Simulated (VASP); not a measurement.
Here is a VASP 6.6.1 calculation.

The input INCAR:

```
  ALGO = Normal
  EDIFF = 1E-6
  ENCUT = 520
  GGA = PE
  ISIF = 2
  ISMEAR = 0
  IVDW = 12
  LASPH = T
  LCHARG = F
  LREAL = F
  LWAVE = F
  NBANDS = 20
  NELM = 100
  PREC = Accurate
  SIGMA = 0.05
```

The input KPOINTS:

```
k-points
0
Gamma
  12 12 12
```

The input POSCAR:

```
MoS2
1.0
    1.6209052958      0.9358301089      5.6722964862
   -1.6209052958      0.9358301089      5.6722964862
    0.0000000000     -1.8716602178      5.6722964862
Mo S
1 2
Direct
    0.0000172715      0.0000172715      0.0000172715
    0.7535591261      0.7535591261      0.7535591261
    0.5797236023      0.5797236023      0.5797236023
```

Potentials or basis: VASP PAW PBE potentials, release 64 (Mo_sv, S).

Launch:

```sh
$ cat potpaw_PBE.64/Mo_sv/POTCAR potpaw_PBE.64/S/POTCAR > POTCAR
$ mpirun -np 1 vasp_std > vasp.out
```

Problem. What does it give for the dispersion energy per atom?

Solution. -0.441 eV.

Problem. What does it give for the largest force?

Solution. 0.992 eV/Å.

Problem. Estimate the band gap on the k mesh.

Solution. Zero (band 13 reaches 8.61 eV, above the bottom of band 14 at 8.57 eV).

Forces in eV/Å, atoms in the order of the input:
```
Mo   0.000  0.000  0.001
S    0.000  0.000  0.991
S    0.000  0.000 -0.992
```
